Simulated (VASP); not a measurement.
# Mo (P6_3/mmc) in VASP: further runs, part 2 of 2

VASP 6.6.1. The steps go on from the part before.

### Step 3. Single point, PBEsol

This run uses another cell than the first one, of the same volume but with other edges.

Input file INCAR:

```
SYSTEM = Mo
ALGO = Normal
EDIFF = 1E-6
ENCUT = 500
GGA = PS
GGA_COMPAT = .False.
ISIF = 2
ISMEAR = 0
LASPH = .True.
LCHARG = .False.
LREAL = .False.
LWAVE = .False.
NBANDS = 21
NELM = 120
PREC = Accurate
SIGMA = 0.1
```

Input file KPOINTS:

```
k-points
0
Gamma
  18 18 10
  0 0 0
```

Input file POSCAR:

```
Mo
1.0
    2.7300990817      0.0000000000      0.0000000000
   -1.3650495408      2.3643351596      0.0000000000
    0.0000000000      0.0000000000      4.8392898835
Mo
2
Direct
    0.3333333333      0.6666666667      0.2500000000
    0.6666666667      0.3333333333      0.7500000000
```

Potentials or basis: VASP PAW PBE potentials, release 64 (Mo_sv).

Started as:

```
$ cat potpaw_PBE.64/Mo_sv/POTCAR > POTCAR
$ mpirun -np 1 vasp_std > vasp.out
```

OUTCAR:

```text
SYSTEM = Mo
   EDIFF = 1E-6
   ENCUT = 500
   GGA = PS
   ISIF = 2
   ISMEAR = 0
   LASPH = .True.
   LREAL = .False.
   NELM = 120
   PREC = Accurate

 ion  position               nearest neighbor table
   1  0.333  0.667  0.250-   2 2.89   2 2.89   2 2.89   2 2.89   2 2.89   2 2.89
   2  0.667  0.333  0.750-   1 2.89   1 2.89   1 2.89   1 2.89   1 2.89   1 2.89

  LATTYP: Found a hexagonal cell.
 ALAT       =     2.7300990817
 C/A-ratio  =     1.7725693239

  Lattice vectors:

 A1 = (   2.7300990817,   0.0000000000,   0.0000000000)
 A2 = (  -1.3650495408,   2.3643351596,   0.0000000000)
 A3 = (   0.0000000000,   0.0000000000,   4.8392898835)

Analysis of symmetry for initial positions (statically):
=====================================================================
 Subroutine PRICEL returns:
 Original cell was already a primitive cell.

 Routine SETGRP: Setting up the symmetry group for a
 hexagonal supercell.

 Subroutine GETGRP returns: Found 24 space group operations
 (whereof 12 operations were pure point group operations)
 out of a pool of 24 trial point group operations.

The static configuration has the point symmetry D_3d.
 The point group associated with its full space group is D_6h.

Analysis of symmetry for dynamics (positions and initial velocities):
=====================================================================
 Subroutine PRICEL returns:
 Original cell was already a primitive cell.

 Routine SETGRP: Setting up the symmetry group for a
 hexagonal supercell.

 Subroutine GETGRP returns: Found 24 space group operations
 (whereof 12 operations were pure point group operations)
 out of a pool of 24 trial point group operations.

The dynamic configuration has the point symmetry D_3d.
 The point group associated with its full space group is D_6h.

 Subroutine INISYM returns: Found 24 space group operations
 (whereof 12 operations are pure point group operations),
 and found     1 'primitive' translations

----------------------------------------------------------------------------------------

                                     Primitive cell

  volume of cell :      31.2370

  direct lattice vectors                    reciprocal lattice vectors
     2.730099082  0.000000000  0.000000000     0.366287072  0.211475940  0.000000000
    -1.365049541  2.364335160  0.000000000     0.000000000  0.422951880  0.000000000
     0.000000000  0.000000000  4.839289884     0.000000000  0.000000000  0.206641888

  length of vectors
     2.730099082  2.730099082  4.839289884     0.422951880  0.422951880  0.206641888

  position of ions in fractional coordinates (direct lattice)
     0.333333333  0.666666667  0.250000000
     0.666666667  0.333333333  0.750000000

  ion indices of the primitive-cell ions
   primitive index   ion index
                 1           1
                 2           2

----------------------------------------------------------------------------------------

 KPOINTS: k-points

Automatic generation of k-mesh.
 Grid dimensions read from file:
 generate k-points for:   18   18   10

 Generating k-lattice:

  Cartesian coordinates                     Fractional coordinates (reciprocal lattice)
     0.020349282  0.011748663  0.000000000     0.055555556  0.000000000  0.000000000
     0.000000000  0.023497327  0.000000000     0.000000000  0.055555556  0.000000000
     0.000000000  0.000000000  0.020664189     0.000000000  0.000000000  0.100000000

  Length of vectors
     0.023497327  0.023497327  0.020664189

  Shift w.r.t. Gamma in fractional coordinates (k-lattice)
     0.000000000  0.000000000  0.000000000

 Subroutine IBZKPT returns following result:
 ===========================================

 Found    222 irreducible k-points:

 Following reciprocal coordinates:
            Coordinates               Weight
  0.000000  0.000000  0.000000      1.000000
  0.055556 -0.000000  0.000000      6.000000
  0.111111 -0.000000  0.000000      6.000000
  0.166667 -0.000000  0.000000      6.000000
  0.222222 -0.000000  0.000000      6.000000
  0.277778 -0.000000  0.000000      6.000000
[... 16 lines left out ...]
  0.333333  0.111111  0.000000     12.000000
  0.388889  0.111111  0.000000     12.000000
 [... further k-points ...]
   k-points           NKPTS =    222   k-points in BZ     NKDIM =    222   number of bands    NBANDS=     21
   number of dos      NEDOS =    301   number of ions     NIONS =      2
   total plane-waves  NPLWV =  14400
   dimension x,y,z NGX =    20 NGY =   20 NGZ =   36
   dimension x,y,z NGXF=    40 NGYF=   40 NGZF=   72
   ions per type =               2
   NGX,Y,Z   is equivalent  to a cutoff of  12.18, 12.18, 12.37 a.u.
   NGXF,Y,Z  is equivalent  to a cutoff of  24.36, 24.36, 24.73 a.u.
 SYSTEM =  Mo
   PREC   = accura    normal or accurate (medium, high low for compatibility)
   ISTART =      0    job   : 0-new  1-cont  2-samecut
   ICHARG =      2    charge: 1-file 2-atom 10-const
   ISPIN  =      1    spin polarized calculation?
   LNONCOLLINEAR =      F non collinear calculations
   LSORBIT =      F    spin-orbit coupling
   LASPH  =      T    aspherical Exc in radial PAW
   ENCUT  =  500.0 eV  36.75 Ry    6.06 a.u.   4.98  4.98  8.82*2*pi/ulx,y,z
   NELM   =    120;   NELMIN=  2; NELMDL= -5     # of ELM steps
   EDIFF  = 0.1E-05   stopping-criterion for ELM
   LREAL  =      F    real-space projection
[... 7 lines left out ...]
   TEBEG  =    0.0;   TEEND  =   0.0 temperature during run
   PSTRESS=    0.0 pullay stress
   NELECT =      28.0000    total number of electrons
   NUPDOWN=      -1.0000    fix difference up-down
   EMIN   =  10.00;   EMAX   =-10.00  energy-range for DOS
   EFERMI =   0.00;   METHOD = LEGACY
   ISMEAR =     0;   SIGMA  =   0.10  broadening in eV -4-tet -1-fermi 0-gaus
   EFERMI_NEDOS =   21; number of points for ismear=-14 and -15
   IALGO  =     38    algorithm
   IMIX   =      4    mixing-type and parameters
     AMIX     =   0.40;   BMIX     =  1.00
     AMIX_MAG =   1.60;   BMIX_MAG =  1.00
  volume/ion in A,a.u.               =      15.62       105.40
  Fermi-wavevector in a.u.,A,eV,Ry     =   1.578475  2.982886 33.900065  2.491585
  Thomas-Fermi vector in A             =   2.679001
   LORBIT       =      0    0 simple, 1 ext, 2 COOP (PROOUT), +10 PAW based schemes
   GGA     = PS    functional components
   LHFCALC =     F    Hartree Fock is set to
   AEXX    =    0.0000 exact exchange contribution
   IVDW    =     0    specifies the selected vdW correction
   LEPSILON=     F    determine dielectric tensor
   LRPA    =     F    only Hartree local field effects (RPA)
 non-spin polarized calculation
 Gauss-broadening in eV      SIGMA  =   0.10
  energy-cutoff  :      500.00
  volume of cell :       31.24
 maximum number of plane-waves:       825
 NGX is ok and might be reduce to    20

 number of electron      27.9999999 magnetization

 Free energy of the ion-electron system (eV)
  ---------------------------------------------------
  ext. energy  EPLUGINS =         0.00000000
  ---------------------------------------------------
  free energy    TOTEN  =       -22.66500039 eV

  energy without entropy =      -22.65144461  energy(sigma->0) =      -22.65822250

 E-fermi :  12.1747     XC(G=0): -13.5119

 val. band max:       12.1629075237   @ k =   0.1111   0.0556   0.2000
 cond. band min:      12.1804669009   @ k =   0.2778   0.2778   0.1000
 fundamental gap:      0.0175593772
 Fermi energy:        12.1747058063

 k-point     1 :       0.0000    0.0000    0.0000
  band No.  band energies     occupation
      1     -48.5856      2.00000
      2     -48.4056      2.00000
      3     -23.2327      2.00000
      4     -22.0607      2.00000
      5     -21.8969      2.00000
      6     -21.8969      2.00000
[... 13 lines left out ...]
     20      15.6703      0.00000
     21      22.2054      0.00000

 k-point     2 :       0.0556   -0.0000    0.0000
  band No.  band energies     occupation
      1     -48.5778      2.00000
      2     -48.4001      2.00000
      3     -23.2187      2.00000
      4     -22.0624      2.00000
      5     -21.9408      2.00000
      6     -21.9090      2.00000
[... 520 lines left out ...]
 k-point    24 :       0.3889    0.1111    0.0000
  band No.  band energies     occupation
      1     -48.2977      2.00000
      2     -48.2386      2.00000
      3     -23.2080      2.00000
      4     -23.0494      2.00000
      5     -22.6276      2.00000
      6     -22.3541      2.00000
[... 13 lines left out ...]
     20      21.2602      0.00000
     21      23.6577      0.00000

 [... further k-points ...]

------------------------ aborting loop because EDIFF is reached ----------------------------------------

  FORCE on cell =-STRESS in cart. coord.  units (eV):
  Direction    XX          YY          ZZ          XY          YZ          ZX
  --------------------------------------------------------------------------------------
  -------------------------------------------------------------------------------------
  Total        0.1081940      0.1081940      0.0820859      0.0000000      0.0000000      0.0000000
  in kB        5.5493813      5.5493813      4.2102728      0.0000000      0.0000000      0.0000000
  external PRESSURE =       5.1030118 kB  Pullay stress =       0.0000000 kB

 VOLUME and BASIS-vectors are now :
 -----------------------------------------------------------------------------
  energy-cutoff  :      500.00
  volume of cell :       31.24
      direct lattice vectors                 reciprocal lattice vectors
     2.730099082  0.000000000  0.000000000     0.366287072  0.211475940  0.000000000
    -1.365049541  2.364335160  0.000000000     0.000000000  0.422951880  0.000000000
     0.000000000  0.000000000  4.839289884     0.000000000  0.000000000  0.206641888

 POSITION                                       TOTAL-FORCE (eV/Angst)
 -----------------------------------------------------------------------------------
     -0.00000      1.57622      1.20982         0.000000      0.000000      0.000000
      1.36505      0.78811      3.62947        -0.000000     -0.000000      0.000000
 -----------------------------------------------------------------------------------
    total drift:                               -0.000000      0.000000     -0.000000

  FREE ENERGIE OF THE ION-ELECTRON SYSTEM (eV)
  ---------------------------------------------------
  free  energy   TOTEN  =       -22.6650003854 eV

  energy  without entropy=      -22.6514446057  energy(sigma->0) =      -22.65822250
```

Wall time 42 s (1 thread of Intel Xeon 6975P-C (Granite Rapids), shared host); peak memory 0.22 GiB.

Results:

```yaml
Free_energy: -22.6650 eV
Pressure: 0.5 GPa
Band_gap_on_the_k_mesh: zero (band 14 reaches 13.47 eV, above the bottom of band 15 at 11.51 eV)
```

Caveat: the PAW data sets were made with another functional, which shifts forces and pressure a little.
